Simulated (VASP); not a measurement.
Input of a VASP 6.6.1 run:

Contents of INCAR:

```
PREC = Accurate
ENCUT = 520
EDIFF = 1E-6
ISMEAR = 0
SIGMA = 0.02
LREAL = F
LASPH = T
NELM = 60
ALGO = Normal
ISIF = 2
LWAVE = F
LCHARG = F
GGA = PE
NBANDS = 16
```

The input KPOINTS:

```
regular mesh
0
Gamma
  8 8 8
```

The input POSCAR:

```
ZnSe
1.0
    0.0000000000      2.8942974303      2.8942974303
    2.8942974303      0.0000000000      2.8942974303
    2.8942974303      2.8942974303      0.0000000000
Zn Se
1 1
Direct
    0.0000000000      0.0000000000      0.0000000000
    0.2500000000      0.2500000000      0.2500000000
```

Potentials or basis: VASP PAW PBE potentials, release 64 (Zn, Se).

The run is started by

```sh
$ cat potpaw_PBE.64/Zn/POTCAR potpaw_PBE.64/Se/POTCAR > POTCAR
$ mpirun -np 1 vasp_std > vasp.out
```

Task: Predict the pressure.

Result: -1.4 GPa.

Task: Estimate the band gap on the k mesh.

Result: 1.04 eV, direct.
